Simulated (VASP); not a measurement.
Here is a VASP 6.6.1 calculation.

Contents of INCAR:

```
SYSTEM = AlNi
ALGO     = Normal         ! electronic algorithm
EDIFF    = 1E-7           ! SCF threshold, eV
ENCUT    = 520            ! plane-wave cutoff, eV
GGA      = PE             ! functional
ISIF     = 2              ! what is computed and relaxed
ISMEAR   = -1             ! smearing method
LASPH    = .TRUE.         ! aspherical terms in the spheres
LCHARG   = .TRUE.         ! write CHGCAR
LELF     = .TRUE.         ! ELF
LREAL    = .FALSE.        ! projectors in reciprocal space
LVHAR    = .TRUE.       
LWAVE    = .FALSE.        ! write WAVECAR
NBANDS   = 21             ! bands
NELM     = 100            ! most SCF steps
PREC     = Accurate       ! precision mode
SIGMA    = 0.05           ! smearing width, eV
```

The input KPOINTS:

```
k-points
0
G
  12 12 7
  0 0 0
```

The input POSCAR:

```
AlNi
1.0
    2.3708106257      0.0000000000      0.0000000000
   -1.1854053128      2.0531822295      0.0000000000
    0.0000000000      0.0000000000      6.9032411963
Ni Al
2 2
Direct
    0.0000000000      0.0000000000      0.0000000000
    0.0000000000      0.0000000000      0.5000000000
    0.3333333333      0.6666666667      0.2500000000
    0.6666666667      0.3333333333      0.7500000000
```

Potentials or basis: VASP PAW PBE potentials, release 64 (Ni, Al).

Run with:

```sh
$ cat potpaw_PBE.64/Ni/POTCAR potpaw_PBE.64/Al/POTCAR > POTCAR
$ mpirun -np 1 vasp_std > vasp.out
```

Problem. Estimate the band gap on the k mesh.

Solution. Zero (band 13 reaches 16.40 eV, above the bottom of band 14 at 13.35 eV).

Problem. What does it give for the pressure?

Solution. 140.0 GPa.

Stress tensor (GPa, compression positive):
```
140.07   0.00   0.00
  0.00 140.07   0.00
  0.00   0.00 139.76
```

Spin polarisation is off, so any magnetic state and its effect on volume and gap are missing.
